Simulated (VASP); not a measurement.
# CaF2 (Fm-3m) in VASP: single point with HSE06

Aim: the single point of CaF2 with HSE06.

All numbers are computed with VASP 6.6.1; they aren't measurements. Logs are shortened: lines on timing, memory, paths and dates and some standing lists are left out, and cuts for length are marked.

### Step 1. The cell of the first run

Symmetry: Fm-3m, No. 225, cubic system. Conventional cell: a = 5.439 Å, b = 5.439 Å, c = 5.439 Å, α = 90.00°, β = 90.00°, γ = 90.00°. Ca (site symmetry m-3m) has 8 F at 2.36 Å within 3.1 Å. Within 3.1 Å of F (site symmetry -43m) lie 4 Ca at 2.36 Å and 6 F at 2.72 Å.

### Step 2. Single point, HSE06

File POSCAR:

```
CaF2
1.0
    0.0000000000      2.7195929737      2.7195929737
    2.7195929737      0.0000000000      2.7195929737
    2.7195929737      2.7195929737      0.0000000000
Ca F
1 2
Direct
    0.0000000000      0.0000000000      0.0000000000
    0.2500000000      0.2500000000      0.2500000000
    0.7500000000      0.7500000000      0.7500000000
```

File INCAR.step1:

```
SYSTEM = CaF2
ALGO = Normal
EDIFF = 1E-5
ENCUT = 520
GGA = PE
GGA_COMPAT = .False.
ISIF = 2
ISMEAR = 0
LASPH = .True.
LCHARG = .False.
LREAL = .False.
LWAVE = .True.
NBANDS = 19
NELM = 120
PREC = Accurate
SIGMA = 0.01
```

File INCAR.step2:

```
SYSTEM = CaF2
ALGO = Normal
EDIFF = 1E-6
ENCUT = 520
GGA = PE
GGA_COMPAT = .False.
HFSCREEN = 0.2079
ISIF = 2
ISMEAR = 0
ISTART = 1
LASPH = .True.
LCHARG = .False.
LHFCALC = .True.
LREAL = .False.
LWAVE = .False.
NBANDS = 19
NELM = 120
PREC = Accurate
PRECFOCK = Normal
SIGMA = 0.01
```

File KPOINTS:

```
k-points
0
Gamma
  6 6 6
  0 0 0
```

Potentials or basis: VASP PAW PBE potentials, release 64 (Ca_sv, F).

Command:

```console
> cat potpaw_PBE.64/Ca_sv/POTCAR potpaw_PBE.64/F/POTCAR > POTCAR
> cp INCAR.step1 INCAR
> mpirun -np 1 vasp_std > vasp.out
> cp INCAR.step2 INCAR
> mpirun -np 1 vasp_std > vasp.out
```

OUTCAR:

```text
SYSTEM = CaF2
   EDIFF = 1E-6
   ENCUT = 520
   GGA = PE
   HFSCREEN = 0.2079
   ISIF = 2
   ISMEAR = 0
   ISTART = 1
   LASPH = .True.
   LHFCALC = .True.
   LREAL = .False.
   NELM = 120
   PREC = Accurate
   PRECFOCK = Normal

 ion  position               nearest neighbor table
   1  0.000  0.000  0.000-   2 2.36   3 2.36   3 2.36   3 2.36   3 2.36   2 2.36   2 2.36   2 2.36

   2  0.250  0.250  0.250-   1 2.36   1 2.36   1 2.36   1 2.36
   3  0.750  0.750  0.750-   1 2.36   1 2.36   1 2.36   1 2.36

  LATTYP: Found a face centered cubic cell.
 ALAT       =     5.4391859474

  Lattice vectors:

 A1 = (   0.0000000000,   2.7195929737,   2.7195929737)
 A2 = (   2.7195929737,   0.0000000000,   2.7195929737)
 A3 = (   2.7195929737,   2.7195929737,   0.0000000000)

Analysis of symmetry for initial positions (statically):
=====================================================================
 Subroutine PRICEL returns:
 Original cell was already a primitive cell.

 Routine SETGRP: Setting up the symmetry group for a
 face centered cubic supercell.

 Subroutine GETGRP returns: Found 48 space group operations
 (whereof 48 operations were pure point group operations)
 out of a pool of 48 trial point group operations.

The static configuration has the point symmetry O_h .

Analysis of symmetry for dynamics (positions and initial velocities):
=====================================================================
 Subroutine PRICEL returns:
 Original cell was already a primitive cell.

 Routine SETGRP: Setting up the symmetry group for a
 face centered cubic supercell.

 Subroutine GETGRP returns: Found 48 space group operations
 (whereof 48 operations were pure point group operations)
 out of a pool of 48 trial point group operations.

The dynamic configuration has the point symmetry O_h .

 Subroutine INISYM returns: Found 48 space group operations
 (whereof 48 operations are pure point group operations),
 and found     1 'primitive' translations

----------------------------------------------------------------------------------------

                                     Primitive cell

  volume of cell :      40.2292

  direct lattice vectors                    reciprocal lattice vectors
     0.000000000  2.719592974  2.719592974    -0.183851041  0.183851041  0.183851041
     2.719592974  0.000000000  2.719592974     0.183851041 -0.183851041  0.183851041
     2.719592974  2.719592974  0.000000000     0.183851041  0.183851041 -0.183851041

  length of vectors
     3.846085268  3.846085268  3.846085268     0.318439344  0.318439344  0.318439344

  position of ions in fractional coordinates (direct lattice)
     0.000000000  0.000000000  0.000000000
     0.250000000  0.250000000  0.250000000
     0.750000000  0.750000000  0.750000000

  ion indices of the primitive-cell ions
   primitive index   ion index
                 1           1
                 2           2
                 3           3

----------------------------------------------------------------------------------------

 KPOINTS: k-points

Automatic generation of k-mesh.
 Grid dimensions read from file:
 generate k-points for:    6    6    6

 Generating k-lattice:

  Cartesian coordinates                     Fractional coordinates (reciprocal lattice)
    -0.030641840  0.030641840  0.030641840     0.166666667  0.000000000  0.000000000
     0.030641840 -0.030641840  0.030641840     0.000000000  0.166666667  0.000000000
     0.030641840  0.030641840 -0.030641840     0.000000000  0.000000000  0.166666667

  Length of vectors
     0.053073224  0.053073224  0.053073224

  Shift w.r.t. Gamma in fractional coordinates (k-lattice)
     0.000000000  0.000000000  0.000000000

 Subroutine IBZKPT returns following result:
 ===========================================

 Found     16 irreducible k-points:

 Following reciprocal coordinates:
            Coordinates               Weight
  0.000000  0.000000  0.000000      1.000000
  0.166667  0.000000  0.000000      8.000000
  0.333333  0.000000  0.000000      8.000000
  0.500000  0.000000  0.000000      4.000000
  0.166667  0.166667  0.000000      6.000000
  0.333333  0.166667  0.000000     24.000000
[... 8 lines left out ...]
 -0.333333  0.333333  0.166667     24.000000
 -0.333333  0.500000  0.166667     12.000000
   k-points           NKPTS =     16   k-points in BZ     NKDIM =    216   number of bands    NBANDS=     19
   number of dos      NEDOS =    301   number of ions     NIONS =      3
   total plane-waves  NPLWV =  27000
   dimension x,y,z NGX =    30 NGY =   30 NGZ =   30
   dimension x,y,z NGXF=    60 NGYF=   60 NGZF=   60
   ions per type =               1   2
   NGX,Y,Z   is equivalent  to a cutoff of  12.97, 12.97, 12.97 a.u.
   NGXF,Y,Z  is equivalent  to a cutoff of  25.93, 25.93, 25.93 a.u.
 SYSTEM =  CaF2
   PREC   = accura    normal or accurate (medium, high low for compatibility)
   ISTART =      1    job   : 0-new  1-cont  2-samecut
   ICHARG =      0    charge: 1-file 2-atom 10-const
   ISPIN  =      1    spin polarized calculation?
   LNONCOLLINEAR =      F non collinear calculations
   LSORBIT =      F    spin-orbit coupling
   LASPH  =      T    aspherical Exc in radial PAW
   ENCUT  =  520.0 eV  38.22 Ry    6.18 a.u.   7.15  7.15  7.15*2*pi/ulx,y,z
   NELM   =    120;   NELMIN=  2; NELMDL=  0     # of ELM steps
   EDIFF  = 0.1E-05   stopping-criterion for ELM
   LREAL  =      F    real-space projection
   EDIFFG = 0.1E-04   stopping-criterion for IOM
   NSW    =      0    number of steps for IOM
   IBRION =     -1    ionic relax: 0-MD 1-quasi-New 2-CG
   NFREE  =      0    steps in history (QN), initial steepest desc. (CG)
   ISIF   =      2    stress and relaxation
   ISYM   =      3    0-nonsym 1-usesym 2-fastsym
   POTIM  = 0.5000    time-step for ionic-motion
   TEBEG  =    0.0;   TEEND  =   0.0 temperature during run
   PSTRESS=    0.0 pullay stress
   NELECT =      24.0000    total number of electrons
   NUPDOWN=      -1.0000    fix difference up-down
   EMIN   =  10.00;   EMAX   =-10.00  energy-range for DOS
   EFERMI =   0.00;   METHOD = LEGACY
   ISMEAR =     0;   SIGMA  =   0.01  broadening in eV -4-tet -1-fermi 0-gaus
   EFERMI_NEDOS =   21; number of points for ismear=-14 and -15
   IALGO  =     38    algorithm
   IMIX   =      1    mixing-type and parameters
     AMIX     =   0.40;   BMIX     =  1.00
     AMIX_MAG =   1.60;   BMIX_MAG =  1.00
  volume/ion in A,a.u.               =      13.41        90.49
  Fermi-wavevector in a.u.,A,eV,Ry     =   1.378155  2.604335 25.841690  1.899311
  Thomas-Fermi vector in A             =   2.503242
   LORBIT       =      0    0 simple, 1 ext, 2 COOP (PROOUT), +10 PAW based schemes
   GGA     = PE    functional components
   LHFCALC =     T    Hartree Fock is set to
   PRECFOCK=normal    Normal, Fast or Accurate (Low or Medium for compatibility)
   ENCUT4O =  -1.0   cutoff for four orbital integrals eV
   NKREDX  =     1    reduce k-point grid by
   NKREDY  =     1    reduce k-point grid by
   NKREDZ  =     1    reduce k-point grid by
   AEXX    =    0.2500 exact exchange contribution
   HFSCREEN=    0.2079 screening length (either q_TF or 0.3 A-1)
   HFSCREENC=   0.2079 screening length for correlation (either q_TF or 0.3 A-1)
   ENCUTFOCK=  -1.0 apply spherical cutoff to Coloumb kernel
   IVDW    =     0    specifies the selected vdW correction
   LEPSILON=     F    determine dielectric tensor
   LRPA    =     F    only Hartree local field effects (RPA)
 non-spin polarized calculation
 Gauss-broadening in eV      SIGMA  =   0.01
  energy-cutoff  :      520.00
  volume of cell :       40.23
 maximum number of plane-waves:      1106
 NGX is ok and might be reduce to    30
  NGX = 24; NGY = 24; NGZ = 24

 number of electron      23.9999983 magnetization

 Free energy of the ion-electron system (eV)
  ---------------------------------------------------
  ext. energy  EPLUGINS =         0.00000000
  ---------------------------------------------------
  free energy    TOTEN  =       -20.59314947 eV

  energy without entropy =      -20.59314947  energy(sigma->0) =      -20.59314947

 E-fermi :  -2.3622     XC(G=0):  -7.9504

 val. band max:       -2.5065396319   @ k =   0.5000   0.5000   0.0000
 cond. band min:       6.9120111385   @ k =   0.0000   0.0000   0.0000
 fundamental gap:      9.4185507704
 Fermi energy:        -2.3622197143

 k-point     1 :       0.0000    0.0000    0.0000
  band No.  band energies     occupation
      1     -40.4846      2.00000
      2     -24.0773      2.00000
      3     -23.2571      2.00000
      4     -19.9554      2.00000
      5     -19.9554      2.00000
      6     -19.9554      2.00000
[... 11 lines left out ...]
     18      11.6845      0.00000
     19      16.7634      0.00000

 k-point     2 :       0.1667    0.0000    0.0000
  band No.  band energies     occupation
      1     -40.4750      2.00000
      2     -24.1216      2.00000
      3     -23.3317      2.00000
      4     -19.9681      2.00000
      5     -19.9681      2.00000
      6     -19.8564      2.00000
[... 11 lines left out ...]
     18      11.6073      0.00000
     19      15.6467      0.00000

 k-point     3 :       0.3333    0.0000    0.0000
  band No.  band energies     occupation
      1     -40.4558      2.00000
      2     -24.1501      2.00000
      3     -23.5500      2.00000
      4     -19.9932      2.00000
      5     -19.9932      2.00000
      6     -19.6405      2.00000
[... 11 lines left out ...]
     18      11.4539      0.00000
     19      14.1671      0.00000

 k-point     4 :       0.5000    0.0000    0.0000
  band No.  band energies     occupation
      1     -40.4461      2.00000
      2     -24.1148      2.00000
      3     -23.7102      2.00000
      4     -20.0057      2.00000
      5     -20.0057      2.00000
      6     -19.5258      2.00000
[... 11 lines left out ...]
     18      11.3776      0.00000
     19      13.8690      0.00000

 k-point     5 :       0.1667    0.1667    0.0000
  band No.  band energies     occupation
      1     -40.4718      2.00000
      2     -24.1462      2.00000
      3     -23.3402      2.00000
      4     -19.9867      2.00000
      5     -19.9867      2.00000
      6     -19.8002      2.00000
[... 11 lines left out ...]
     18      11.5639      0.00000
     19      16.3499      0.00000

 k-point     6 :       0.3333    0.1667    0.0000
  band No.  band energies     occupation
      1     -40.4558      2.00000
      2     -24.1857      2.00000
      3     -23.5017      2.00000
      4     -20.0148      2.00000
      5     -19.9695      2.00000
      6     -19.6554      2.00000
[... 11 lines left out ...]
     18      11.5655      0.00000
     19      15.1708      0.00000

 k-point     7 :       0.5000    0.1667    0.0000
  band No.  band energies     occupation
      1     -40.4430      2.00000
      2     -24.1088      2.00000
      3     -23.7573      2.00000
      4     -20.0244      2.00000
      5     -19.9103      2.00000
      6     -19.5734      2.00000
[... 11 lines left out ...]
     18      11.9956      0.00000
     19      14.2127      0.00000

 k-point     8 :      -0.3333    0.1667    0.0000
  band No.  band energies     occupation
      1     -40.4462      2.00000
      2     -24.1083      2.00000
      3     -23.7215      2.00000
      4     -20.0060      2.00000
      5     -19.8949      2.00000
      6     -19.6320      2.00000
[... 80 lines left out ...]
 k-point    12 :      -0.3333    0.3333    0.0000
  band No.  band energies     occupation
      1     -40.4366      2.00000
      2     -24.0196      2.00000
      3     -23.9285      2.00000
      4     -20.0401      2.00000
      5     -19.7931      2.00000
      6     -19.6146      2.00000
[... 11 lines left out ...]
     18      13.4644      0.00000
     19      15.2910      0.00000

 k-point    13 :       0.5000    0.5000    0.0000
  band No.  band energies     occupation
      1     -40.4335      2.00000
      2     -24.3291      2.00000
      3     -23.5809      2.00000
      4     -20.0798      2.00000
      5     -20.0798      2.00000
      6     -19.3382      2.00000
[... 11 lines left out ...]
     18      13.2033      0.00000
     19      15.0066      0.00000

 k-point    14 :       0.5000    0.3333    0.1667
  band No.  band energies     occupation
      1     -40.4430      2.00000
      2     -24.1638      2.00000
      3     -23.6907      2.00000
      4     -20.0396      2.00000
      5     -19.8873      2.00000
      6     -19.5928      2.00000
[... 11 lines left out ...]
     18      12.1700      0.00000
     19      15.3657      0.00000

 k-point    15 :      -0.3333    0.3333    0.1667
  band No.  band energies     occupation
      1     -40.4366      2.00000
      2     -24.0230      2.00000
      3     -23.9247      2.00000
      4     -20.0567      2.00000
      5     -19.7508      2.00000
      6     -19.6405      2.00000
[... 11 lines left out ...]
     18      13.3565      0.00000
     19      14.7250      0.00000

 k-point    16 :      -0.3333    0.5000    0.1667
  band No.  band energies     occupation
      1     -40.4334      2.00000
      2     -24.1666      2.00000
      3     -23.7975      2.00000
      4     -20.0820      2.00000
      5     -19.8630      2.00000
      6     -19.4971      2.00000
[... 11 lines left out ...]
     18      14.6621      0.00000
     19      14.6928      0.00000

------------------------ aborting loop because EDIFF is reached ----------------------------------------

  FORCE on cell =-STRESS in cart. coord.  units (eV):
  Direction    XX          YY          ZZ          XY          YZ          ZX
  --------------------------------------------------------------------------------------
  -------------------------------------------------------------------------------------
  Total        0.4583091      0.4583091      0.4583091     -0.0000000      0.0000000      0.0000000
  in kB       18.2527097     18.2527097     18.2527097     -0.0000000      0.0000000      0.0000000
  external PRESSURE =      18.2527097 kB  Pullay stress =       0.0000000 kB

 VOLUME and BASIS-vectors are now :
 -----------------------------------------------------------------------------
  energy-cutoff  :      520.00
  volume of cell :       40.23
      direct lattice vectors                 reciprocal lattice vectors
     0.000000000  2.719592974  2.719592974    -0.183851041  0.183851041  0.183851041
     2.719592974  0.000000000  2.719592974     0.183851041 -0.183851041  0.183851041
     2.719592974  2.719592974  0.000000000     0.183851041  0.183851041 -0.183851041

 POSITION                                       TOTAL-FORCE (eV/Angst)
 -----------------------------------------------------------------------------------
      0.00000      0.00000      0.00000         0.000000     -0.000000     -0.000000
      1.35980      1.35980      1.35980         0.000000      0.000000      0.000000
      4.07939      4.07939      4.07939        -0.000000     -0.000000     -0.000000
 -----------------------------------------------------------------------------------
    total drift:                                0.000000      0.000000      0.000000

  FREE ENERGIE OF THE ION-ELECTRON SYSTEM (eV)
  ---------------------------------------------------
  free  energy   TOTEN  =       -20.5931494659 eV

  energy  without entropy=      -20.5931494659  energy(sigma->0) =      -20.59314947
```

It took 49 min on 1 thread of Intel Xeon Platinum 8488C (Sapphire Rapids), shared host; peak memory 0.29 GiB.

Results:

```yaml
Free_energy: -20.5931 eV
Pressure: 1.8 GPa
Band_gap_on_the_k_mesh: 9.42 eV (least direct gap 9.69 eV)
```

Caveat: the PAW data sets were made with another functional, which shifts forces and pressure a little. A k mesh can miss the band edges.
